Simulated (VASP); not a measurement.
The system is Ge.

```
Ge
1.0
     1.48805   -2.59469    0.00000
     1.48805    2.59469    0.00000
     0.00000    0.00000    4.72760
Ge
2
Direct
  0.66655 0.33345 0.25000
  0.33345 0.66655 0.75000
```

Base run:

* Program: VASP 6.6.1
* Functional: PBEsol
* Potentials or basis: VASP PAW PBE potentials, release 64 (Ge_d)
* Cutoff: 500 eV
* k mesh: 11 × 11 × 6
* Occupations: fermi-dirac, width 0.15 eV
* Spin: no spin polarisation

Its results: band gap on the k mesh zero (band 14 reaches 13.67 eV, above the bottom of band 15 at 4.30 eV); pressure 0.6 GPa; largest force 0.004 eV/Å.

Problem. The run is repeated on the same cell with these changes: k mesh from 11 × 11 × 6 to 4 × 4 × 2. What comes out?

Solution. Band gap on the k mesh zero (band 14 reaches 13.50 eV, above the bottom of band 15 at 5.46 eV); pressure -3.2 GPa; largest force 0.005 eV/Å.

Caveats: some runs use coarse meshes; the PAW data sets were made with another functional, which shifts forces and pressure a little.
